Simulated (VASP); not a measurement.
## Mg9O8 (a cell with a defect): single point with PBE

Mg9O8 (a cell with a defect):

```
CELL_PARAMETERS angstrom
0.00000 4.02600 4.02600
4.02600 0.00000 4.02600
4.02600 4.02600 0.00000
ATOMIC_POSITIONS crystal
Mg 0.00078 0.98448 0.01434
Mg 0.04081 0.97408 0.50045
Mg 0.01022 0.49367 0.99685
Mg 0.99995 0.48988 0.51227
Mg 0.47803 0.00035 0.04498
Mg 0.48539 0.97376 0.50097
Mg 0.50034 0.49387 0.99702
Mg 0.48160 0.61143 0.42602
Mg 0.59722 0.19255 0.61354
O 0.24213 0.25789 0.25920
O 0.22703 0.21596 0.78219
O 0.23517 0.75158 0.23910
O 0.23864 0.74941 0.77421
O 0.76541 0.23573 0.23536
O 0.77557 0.21705 0.78133
O 0.77516 0.75096 0.23995
O 0.74033 0.76874 0.75182
```

```yaml
Program: VASP 6.6.1
Task: single point
Functional: PBE
Potentials_or_basis: VASP PAW PBE potentials, release 64 (Mg_sv, O)
Cutoff: 750 eV
k_mesh: 2 × 2 × 2
Occupations: gaussian, width 0.05 eV
Spin: no spin polarisation
```

* Pressure: 87.3 GPa
* Largest force: 0.957 eV/Å
* Band gap on the k mesh: zero (bands 69 and 70 overlap by 0.28 eV)

Forces in eV/Å, atoms in the order of the input:
```
Mg  -0.152  0.039 -0.039
Mg   0.093 -0.233  0.120
Mg   0.075 -0.060 -0.146
Mg   0.015 -0.011  0.012
Mg  -0.150  0.028 -0.032
Mg   0.090 -0.120  0.241
Mg   0.078  0.151  0.060
Mg   0.864  0.292 -0.292
Mg  -0.196  0.051 -0.060
O   -0.007 -0.094  0.091
O   -0.043 -0.030 -0.008
O   -0.043  0.063  0.015
O   -0.294 -0.051  0.051
O   -0.146  0.016 -0.024
O   -0.043  0.013  0.035
O   -0.046 -0.025 -0.057
O   -0.094 -0.029  0.032
```

Stress tensor (GPa, compression positive):
```
80.77 -2.72  2.73
-2.72 90.40 -5.20
 2.73 -5.20 90.67
```

Levels at points of the mesh, in eV from the Fermi level:
| k point | band 67 | band 68 | band 69 | band 70 | band 71 | band 72 |
| --- | --- | --- | --- | --- | --- | --- |
| (0.00, 0.00, 0.00) | -7.60 | -7.39 | -2.06 | -0.28 | 0.48 | 0.58 |
| (0.50, 0.00, 0.00) | -7.77 | -7.65 | -0.48 | 0.21 | 0.83 | 1.79 |
| (0.00, 0.50, 0.00) | -7.88 | -7.85 | -0.30 | 0.14 | 1.47 | 1.63 |
| (0.00, 0.00, 0.50) | -7.80 | -7.61 | -0.46 | 0.09 | 1.15 | 1.77 |
| (0.50, 0.50, 0.50) | -7.77 | -7.65 | -0.48 | 0.20 | 0.84 | 1.79 |
| (0.50, 0.50, 0.00) | -8.09 | -7.87 | -0.02 | 0.79 | 1.57 | 2.20 |
| (0.00, 0.50, 0.50) | -8.05 | -8.00 | 0.00 | 0.85 | 1.52 | 2.00 |
| (0.50, 0.00, 0.50) | -8.09 | -7.87 | -0.02 | 0.79 | 1.56 | 2.20 |

It took 4.1 min on 1 thread of AMD EPYC 9R14 (Zen 4), on a shared host, peak memory 0.38 GiB.

Caveat: the k points lie up to 0.68 Å⁻¹ apart.
